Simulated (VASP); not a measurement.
SrTiO3: single point with PBE

SrTiO3:

```xyz
5
Lattice="3.8660 0.0000 0.0000 0.0000 3.8660 0.0000 0.0000 0.0000 3.9050" Properties=species:S:1:pos:R:3 pbc="T T T"
Sr    0.0000    0.0000    0.0000
Ti    1.9330    1.9330    1.9525
O     0.0000    1.9330    1.9525
O     1.9330    0.0000    1.9525
O     1.9330    1.9330    0.0000
```

This cell differs from its parent crystal: equal xx and yy strain of -1 %.

| Item | Value |
| --- | --- |
| Program | VASP 6.6.1 |
| Task | single point |
| Functional | PBE |
| Potentials or basis | VASP PAW PBE potentials, release 64 (Sr_sv, Ti_sv, O) |
| Cutoff | 520 eV |
| k mesh | 7 × 7 × 7 |
| Occupations | fermi-dirac, width 0.05 eV |
| Spin | no spin polarisation |

```json
{
 "Pressure": "9.0 GPa",
 "Band gap on the k mesh": "1.95 eV, indirect (least direct gap 2.23 eV)"
}
```

Stress tensor (GPa, compression positive):
```
9.89 0.00 0.00
0.00 9.89 0.00
0.00 0.00 7.25
```

Levels at points of the mesh, in eV from the valence-band top:
| k point | band 16 | band 17 | band 18 | band 19 | band 20 | band 21 | band 22 | band 23 | band 24 | band 25 |
| --- | --- | --- | --- | --- | --- | --- | --- | --- | --- | --- |
| (0.00, 0.00, 0.00) | -1.13 | -1.13 | -0.28 | -0.27 | -0.27 | 1.95 | 1.95 | 1.97 | 4.47 | 4.56 |

Wall time 3.4 min on 1 thread of AMD EPYC 7R13, with other jobs on the host, peak memory 0.18 GiB.

Caveat: the cell differs from its parent crystal (equal xx and yy strain of -1 %). A k mesh can miss the band edges.
